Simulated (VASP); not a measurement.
## Mo2C: single point with PBEsol

The system is Mo2C, a slab with vacuum.

```
CELL_PARAMETERS angstrom
3.05605 0.00000 0.00000
-1.52802 2.64662 0.00000
0.00000 0.00000 20.96058
ATOMIC_POSITIONS crystal
Mo 0.33333 0.66667 0.33396
Mo 0.66667 0.33333 0.44472
Mo 0.33333 0.66667 0.55528
Mo 0.66667 0.33333 0.66604
C 0.00000 0.00000 0.38934
C 0.00000 0.00000 0.61066
```

```
Program                : VASP 6.6.1
Task                   : single point
Functional             : PBEsol
Potentials or basis    : VASP PAW PBE potentials, release 64 (Mo_sv, C)
Cutoff                 : 520 eV
k mesh                 : 6 × 6 × 1
Occupations            : fermi-dirac, width 0.15 eV
Spin                   : no spin polarisation
Dipole correction      : yes
Electric field (eV/Å)  : -0.05
Further INCAR settings : ALGO = Normal; EDIFF = 1e-06; NBANDS = 41; EFIELD = 0.05
```

- Largest force: 1.220 eV/Å
- Band gap on the k mesh: zero (band 32 reaches 3.57 eV, above the bottom of band 33 at 1.99 eV)

Forces on the atoms (eV/Å):
```
Mo   0.000  0.000  1.220
Mo   0.000  0.000  0.195
Mo   0.000  0.000 -0.196
Mo   0.000  0.000 -1.217
C    0.000  0.000 -0.890
C    0.000  0.000  0.889
```

Levels at points of the mesh, in eV from the Fermi level:
```csv
k point,band 28,band 29,band 30,band 31,band 32,band 33,band 34,band 35
"(0.00, 0.00, 0.00)",-1.84,-1.52,-1.39,-1.39,-0.78,-0.75,-0.60,-0.60
"(0.50, 0.00, 0.00)",-1.44,-0.40,-0.31,0.20,0.82,1.11,1.33,1.37
```

Wall time 80 s on 1 thread of Intel(R) Xeon(R) Platinum 8488C (Sapphire Rapids), with other jobs on the host, peak memory 0.29 GiB.

Caveat: the k points lie up to 0.40 Å⁻¹ apart; the PAW data sets were made with another functional, which shifts forces and pressure a little.
